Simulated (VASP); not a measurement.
Set up this calculation in VASP 6.6.1, as the native input.

```yaml
Task: single point
Functional: PBE
Potentials_or_basis: VASP PAW PBE potentials, release 64 (Zr_sv, Nb_sv, N)
Cutoff: 520 eV
k_mesh: 6 × 10 × 6
Occupations: gaussian, width 0.1 eV
Spin: no spin polarisation
Dipole_correction: no
Further_INCAR_settings: ALGO = Normal; EDIFF = 1e-06; NBANDS = 38
```

The structure of ZrNb2N4 lies in POSCAR:

```
ZrNb2N4
1.0
    5.1519594394      0.0000000000     -0.0093104910
    0.0000000000      3.0794919946      0.0000000000
   -1.6684142438      0.0000000000      5.1176572093
Zr Nb N
1 2 4
Direct
    0.0000000000      0.5000000000      0.5000000000
    0.0000000000      0.0000000000      0.0000000000
    0.5000000000      0.5000000000      0.0000000000
    0.7649047927      0.5000000000      0.7747132781
    0.2552361716      0.0000000000      0.7548382311
    0.7447638284      0.0000000000      0.2451617689
    0.2350952073      0.5000000000      0.2252867219
```

This cell differs from its parent crystal: volume scaled by 0.94, then relaxed in part.

One way to write it, as run:

INCAR

```
SYSTEM = ZrNb2N4
  PREC = Accurate
  ENCUT = 520
  EDIFF = 1E-6
  ISMEAR = 0
  SIGMA = 0.1
  LREAL = .FALSE.
  LASPH = .TRUE.
  NELM = 80
  ALGO = Normal
  ISIF = 2
  LWAVE = .FALSE.
  LCHARG = .FALSE.
  GGA = PE
  NBANDS = 38
```

KPOINTS

```
Automatic mesh
0
G
  6 10 6
  0 0 0
```

Potentials or basis: VASP PAW PBE potentials, release 64 (Zr_sv, Nb_sv, N).

The run is started by

```bash
$ cat potpaw_PBE.64/Zr_sv/POTCAR potpaw_PBE.64/Nb_sv/POTCAR potpaw_PBE.64/N/POTCAR > POTCAR
$ mpirun -np 1 vasp_std > vasp.out
```

It gave:

```
Pressure               : 14.9 GPa
Largest force          : 0.030 eV/Å
Band gap on the k mesh : zero (band 29 reaches 11.09 eV, above the bottom of band 30 at 8.58 eV)
```

It took 5.2 min on 1 thread of Intel Xeon 6975P-C, on a shared host, peak memory 0.42 GiB.
